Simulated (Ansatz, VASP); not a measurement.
Sc4Mo in VASP and in Ansatz

```
CELL_PARAMETERS angstrom
-3.18198 3.18198 3.18198
3.18198 -3.18198 3.18198
3.18198 3.18198 -3.18198
ATOMIC_POSITIONS crystal
Sc 0.50000 0.50000 0.50000
Sc 0.00000 0.00000 0.50000
Sc 0.00000 0.50000 0.00000
Sc 0.50000 0.00000 0.00000
Mo 0.00000 0.00000 0.00000
```

Alike in both runs: functional PBE; k mesh 4 × 4 × 4; occupations gaussian, width 0.1 eV; no spin polarisation.

Ansatz relaxed the structure, and its values are those at the end. VASP's run is a single point on that final structure, the one shown.

|  | VASP | Ansatz |
| --- | --- | --- |
| version | VASP 6.6.1 | Ansatz 0.2.0 |
| potentials or method | VASP PAW PBE potentials, release 64 (Sc_sv, Mo_sv), cutoff 520 eV | scalar-relativistic, plane waves, PAW |
| valence electrons in the cell | 58 | 58 |

```csv
,VASP,Ansatz,Ansatz less VASP
gap on the k mesh at the Fermi level (eV),none,none,-
pressure (GPa),0.0,-0.1,-0.12
```

A gap of «none» marks a metal or a gap that the smearing closes.
